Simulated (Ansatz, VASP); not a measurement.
## Bi in VASP and in Ansatz

```xyz
2
Lattice="3.5491 0.0000 0.0000 -1.7746 3.0736 0.0000 0.0000 0.0000 5.8172" Properties=species:S:1:pos:R:3 pbc="T T T"
Bi    0.0000    2.0491    1.4543
Bi    1.7746    1.0245    4.3629
```

Alike in both runs: task single point; functional LDA; k mesh 12 × 12 × 6; occupations fermi-dirac, width 0.1 eV; no spin polarisation.

```csv
,VASP,Ansatz
version,VASP 6.6.1,Ansatz 0.2.0
potentials or method,"VASP PAW LDA potentials, release 64 (Bi_d), cutoff 520 eV","plane waves (420 eV) with PAW, scalar-relativistic"
valence electrons in the cell,30,30
```

```tsv
	VASP	Ansatz	Ansatz less VASP
pressure (GPa)	-4.2	-4.2	-0.04
traceless stress, the component that is largest in VASP (GPa)	0.63	0.64	+0.008
```

Ansatz warns that its potentials were made for another functional, while VASP's fit it. LDA's correlation is that of Perdew and Zunger in VASP and of Perdew and Wang (1992) in Ansatz.

Spin-orbit coupling is off throughout.
